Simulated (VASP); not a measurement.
TaN: electric field gradients with PBEsol

Crystal: TaN.

```
CELL_PARAMETERS angstrom
3.04800 0.00000 0.00000
-1.52400 2.63965 0.00000
0.00000 0.00000 4.91800
ATOMIC_POSITIONS crystal
Ta 0.00000 0.00000 0.00000
Ta 0.00000 0.00000 0.50000
N 0.33333 0.66667 0.25000
N 0.66667 0.33333 0.75000
```

| Item | Value |
| --- | --- |
| Program | VASP 6.6.1 |
| Task | electric field gradients |
| Functional | PBEsol |
| Potentials or basis | VASP PAW PBE potentials, release 64 (Ta_pv, N) |
| Cutoff | 520 eV |
| k mesh | 9 × 9 × 5 |
| Occupations | fermi-dirac, width 0.01 eV |
| Spin | no spin polarisation |
| Dipole correction | no |
| Further INCAR settings | ALGO = Normal; EDIFF = 1e-08; NBANDS = 24 |

```json
{
 "Pressure": "50.1 GPa",
 "Band gap on the k mesh": "zero (band 16 reaches 10.42 eV, above the bottom of band 17 at 7.85 eV)"
}
```

Stress tensor (GPa, compression positive):
```
 22.06   0.00   0.00
  0.00  22.06   0.00
  0.00   0.00 106.33
```

Levels at points of the mesh, in eV from the Fermi level:
```
           k point  band 12  band 13  band 14  band 15  band 16  band 17  band 18  band 19  band 20  band 21
(0.00, 0.00, 0.00)    -5.26    -3.58    -3.58    -3.56    -1.85    -1.85    -0.63    -0.63     2.85     4.35
```

Electric field gradients, principal values (V/Å²):
| atom | least | middle | greatest (by size) |
| --- | --- | --- | --- |
| 1 Ta | 90.001 | 90.002 | -180.002 |
| 2 Ta | 90.001 | 90.002 | -180.002 |
| 3 N | -2.715 | -2.717 | 5.432 |
| 4 N | -2.715 | -2.717 | 5.432 |

Wall time 43 s on 1 thread of Intel Xeon 8259CL (shared host), peak memory 0.18 GiB.

Caveat: without QUAD_EFG the Cq values of the log hold for a quadrupole moment of 1 mb, not for the nuclei; the PAW data sets were made with another functional, which shifts forces and pressure a little; spin-orbit coupling is left out, which moves the levels of the heavy elements.
